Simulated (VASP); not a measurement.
Input of a VASP 6.6.1 run:

INCAR

```
PREC     = Accurate       # precision mode
ENCUT    = 500            # plane-wave cutoff, eV
EDIFF    = 1E-6           # SCF threshold, eV
ISMEAR   = 0              # smearing method
SIGMA    = 0.1            # smearing width, eV
LREAL    = F              # projectors in reciprocal space
LASPH    = T              # aspherical terms in the spheres
NELM     = 120            # most SCF steps
ALGO     = Normal         # electronic algorithm
ISIF     = 2              # what is computed and relaxed
LWAVE    = F              # write WAVECAR
LCHARG   = T              # write CHGCAR
GGA      = PE             # functional
LELF     = T              # ELF
LVHAR    = T            
NBANDS   = 26             # bands
GGA_COMPAT= F
```

KPOINTS

```
Automatic mesh
0
Gamma
  4 4 2
```

The input POSCAR:

```
Al3BP4
1.0
   -3.6878891444      0.0000000000      0.0000000000
    0.0000000000      0.0000000000     -5.3315553038
    0.0000000000     -7.4750144195      0.0000000000
Al B P
3 1 4
Direct
    0.0000000000      0.9981600963      0.7306380488
    0.5000000000      0.5018514272      0.0000000000
    0.0000000000      0.9981600963      0.2693619512
    0.5000000000      0.4898084714      0.5000000000
    0.5000000000      0.2726920493      0.7201937935
    0.0000000000      0.7728910619      0.0000000000
    0.5000000000      0.2726920493      0.2798062065
    0.0000000000      0.6937437684      0.5000000000
```

Potentials or basis: VASP PAW PBE potentials, release 64 (Al, B, P).

Command:

```bash
$ cat potpaw_PBE.64/Al/POTCAR potpaw_PBE.64/B/POTCAR potpaw_PBE.64/P/POTCAR > POTCAR
$ mpirun -np 1 vasp_std > vasp.out
```

**Question.** Predict the band gap on the k mesh.

**Answer.** 0.98 eV, direct.

**Question.** Estimate the pressure.

**Answer.** 0.0 GPa.

**Question.** What does it give for the largest force?

**Answer.** 0.050 eV/Å.

Forces in eV/Å, atoms in the order of the input:
```
Al   0.000 -0.018 -0.006
Al   0.000  0.000 -0.021
Al   0.000  0.018 -0.006
B    0.000  0.000  0.027
P    0.000 -0.016 -0.020
P    0.000  0.000 -0.002
P    0.000  0.016 -0.020
P    0.000  0.000  0.050
```

Caveat: the k points lie up to 0.43 Å⁻¹ apart. A k mesh can miss the band edges.
